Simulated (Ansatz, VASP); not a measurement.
**Ag in VASP and in Ansatz**

```
Ag
1.0
     2.86690    0.00000    0.00000
     0.00000    4.05441    0.00000
     0.00000    0.00000   21.73380
Ag
5
Direct
  0.00000 0.00000 0.37158
  0.50000 0.50000 0.43232
  0.00000 0.00000 0.50000
  0.50000 0.50000 0.56768
  0.00000 0.00000 0.62842
```

Alike in both runs: functional PBEsol; k mesh 14 × 10 × 1; occupations fermi-dirac, width 0.05 eV; no spin polarisation.

Ansatz relaxed the structure, and its values are those at the end. VASP's run is a single point on that final structure, the one shown.

```csv
,VASP,Ansatz
version,VASP 6.6.1,Ansatz 0.2.0
potentials or method,"VASP PAW PBE potentials, release 64 (Ag)","PAW with Ansatz's default frozen-core files, scalar-relativistic"
plane-wave cutoff (eV),520,420
valence electrons in the cell,55,95
```

Ansatz gave:

* rms of the force components (eV/Å): 0.001

**Question.** Estimate VASP's values.

**Answer.** rms of the force components (eV/Å): 0.004.

VASP's potentials were made for PBE, not for PBEsol. VASP's potentials hold 55 valence electrons a cell and Ansatz's 95, so a difference there can come from the potentials and not from the codes. Ansatz's warnings: stress scf threshold loose.
